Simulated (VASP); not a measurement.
Input of a VASP 6.6.1 run:

Contents of INCAR:

```
SYSTEM = GaN
PREC = Accurate
ENCUT = 520
EDIFF = 1E-6
ISMEAR = -1
SIGMA = 0.02
LREAL = .FALSE.
LASPH = .TRUE.
NELM = 60
ALGO = Normal
ISIF = 2
LWAVE = .FALSE.
LCHARG = .FALSE.
LDIPOL = .TRUE.
IDIPOL = 3
DIPOL = 0.5 0.5 0.500
GGA = PE
NBANDS = 46
```

File KPOINTS:

```
regular mesh
0
G
  8 6 1
  0 0 0
```

POSCAR

```
GaN
1.0
    3.2162655405      0.0000000000      0.0000000000
    0.0000000000      4.5484863476      0.0000000000
    0.0000000000      0.0000000000     20.8244000000
Ga N
4 4
Direct
    0.0000000000      0.8388526372      0.3947853182
    0.5000000000      0.3829061757      0.4578318904
    0.0000000000      0.8829060040      0.5421681881
    0.5000000000      0.3388527936      0.6052146853
    0.5000000000      0.6389935103      0.3826538084
    0.0000000000      0.1392475005      0.4609881059
    0.5000000000      0.6392475587      0.5390118585
    0.0000000000      0.1389938199      0.6173461441
```

Potentials or basis: VASP PAW PBE potentials, release 64 (Ga_d, N).

Launch:

```bash
$ cat potpaw_PBE.64/Ga_d/POTCAR potpaw_PBE.64/N/POTCAR > POTCAR
$ mpirun -np 1 vasp_std > vasp.out
```

Task: Estimate the largest force.

Result: 0.025 eV/Å.

Task: Predict the band gap on the k mesh.

Result: 1.53 eV (least direct gap 1.71 eV).

Forces on the atoms (eV/Å):
```
Ga   0.000 -0.022 -0.012
Ga   0.000 -0.004 -0.006
Ga   0.000 -0.004  0.006
Ga   0.000 -0.022  0.012
N    0.000  0.020 -0.003
N    0.000  0.006 -0.006
N    0.000  0.006  0.006
N    0.000  0.020  0.003
```
